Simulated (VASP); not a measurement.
A run of VASP 6.6.1:

INCAR

```
SYSTEM = Ni
  ALGO = Normal
  EDIFF = 1E-6
  ENCUT = 520
  GGA = PE
  ISIF = 2
  ISMEAR = 1
  ISPIN = 2
  LASPH = .TRUE.
  LCHARG = .FALSE.
  LMAXMIX = 4
  LORBIT = 11
  LREAL = .FALSE.
  LWAVE = .FALSE.
  MAGMOM = 0.672
  NBANDS = 15
  NELM = 150
  PREC = Accurate
  SIGMA = 0.3
```

KPOINTS

```
k-points
0
G
  15 15 15
  0 0 0
```

File POSCAR:

```
Ni
1.0
    0.0000000000      1.7596893266      1.7596893266
    1.7596893266      0.0000000000      1.7596893266
    1.7596893266      1.7596893266      0.0000000000
Ni
1
Direct
    0.0000000000      0.0000000000      0.0000000000
```

Potentials or basis: VASP PAW PBE potentials, release 64 (Ni).

The run is started by

```console
$ cat potpaw_PBE.64/Ni/POTCAR > POTCAR
$ mpirun -np 1 vasp_std > vasp.out
```

Hardware: 1 thread of Intel Xeon 8259CL, on a shared host.

**Question.** How long does it take, and how much memory?

**Answer.** Wall time 71 s on 1 thread of Intel Xeon 8259CL, with other jobs on the host, peak memory 0.15 GiB. Counts: scf iterations 13, k points 120.
